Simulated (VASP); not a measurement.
SnS2 (Berndtite-2T), 3 atoms in the cell. It takes space group P-3m1 (No. 164, trigonal). Conventional cell: a = 3.669 Å, b = 3.669 Å, c = 5.810 Å, α = 90.00°, β = 90.00°, γ = 120.00°. Sn (site symmetry -3m) has 6 S at 2.58 Å within 3.4 Å. Within 3.4 Å of S (site symmetry 3m) lie 3 Sn at 2.58 Å. 

| Item | Value |
| --- | --- |
| Program | VASP 6.6.1 |
| Task | relaxation of cell and atoms |
| Functional | PBEsol |
| Potentials or basis | VASP PAW PBE potentials, release 64 (Sn_d, S) |
| Cutoff | 500 eV |
| k mesh | 9 × 9 × 6 |
| Occupations | gaussian, width 0.02 eV |
| Spin | no spin polarisation |
| Dipole correction | no |
| Further INCAR settings | ALGO = Normal; EDIFF = 1e-07; IBRION = 2; EDIFFG = -0.005; NSW = 70; ISIF = 3 |

Potentials or basis: VASP PAW PBE potentials, release 64 (Sn_d, S).

Launch:

```bash
$ cat potpaw_PBE.64/Sn_d/POTCAR potpaw_PBE.64/S/POTCAR > POTCAR
$ mpirun -np 1 vasp_std > vasp.out
```

Hardware: 1 thread of Intel(R) Xeon(R) Platinum 8488C (Sapphire Rapids) (shared host).

Estimate the wall time of this run.

Wall time 10 min on 1 thread of Intel(R) Xeon(R) Platinum 8488C (Sapphire Rapids), on a shared host, peak memory 0.22 GiB. Counts: scf iterations 120, k points 62, ion steps 15.
